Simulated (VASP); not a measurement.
Here is a VASP 6.6.1 calculation.

POSCAR

```
CdI2
1.0
    4.2470087461      0.0000000000      0.0000000000
   -2.1235043730      3.6780174642      0.0000000000
    0.0000000000      0.0000000000      6.8950251570
Cd I
1 2
Direct
    0.0000000000      0.0000000000      0.0000000000
    0.3333333333      0.6666666667      0.2493934726
    0.6666666667      0.3333333333      0.7506065274
```

INCAR.step1

```
PREC = Accurate
ENCUT = 400
EDIFF = 1E-5
ISMEAR = 0
SIGMA = 0.01
LREAL = False
LASPH = True
NELM = 120
ALGO = Normal
ISIF = 2
LWAVE = True
LCHARG = False
NBANDS = 20
GGA = PE
GGA_COMPAT = False
KPAR = 4
```

The input INCAR.step2:

```
PREC = Accurate
ENCUT = 400
EDIFF = 1E-6
ISMEAR = 0
SIGMA = 0.01
LREAL = False
LASPH = True
NELM = 120
ALGO = Normal
ISIF = 2
LWAVE = False
LCHARG = False
GGA = PE
LHFCALC = True
HFSCREEN = 0.2079
PRECFOCK = Normal
NBANDS = 20
ISTART = 1
GGA_COMPAT = False
KPAR = 4
```

File KPOINTS:

```
regular mesh
0
Gamma
  6 6 4
```

Potentials or basis: VASP PAW PBE potentials, release 64 (Cd, I).

Command:

```console
$ cat potpaw_PBE.64/Cd/POTCAR potpaw_PBE.64/I/POTCAR > POTCAR
$ cp INCAR.step1 INCAR
$ mpirun -np 4 vasp_std > vasp.out
$ cp INCAR.step2 INCAR
$ mpirun -np 4 vasp_std > vasp.out
```

Q: Estimate the pressure.

A: 0.6 GPa.

Q: What does it give for the band gap on the k mesh?

A: 3.34 eV, indirect (least direct gap 3.62 eV).

Q: What does it give for the largest force?

A: 0.064 eV/Å.

Stress tensor (GPa, compression positive):
```
0.66 0.00 0.00
0.00 0.66 0.00
0.00 0.00 0.54
```

Caveat: the PAW data sets were made with another functional, which shifts forces and pressure a little; spin-orbit coupling is left out, which moves the levels of the heavy elements; this functional lacks dispersion, which binds the layers, so the pressure and a relaxed spacing across them are unreliable. A k mesh can miss the band edges.
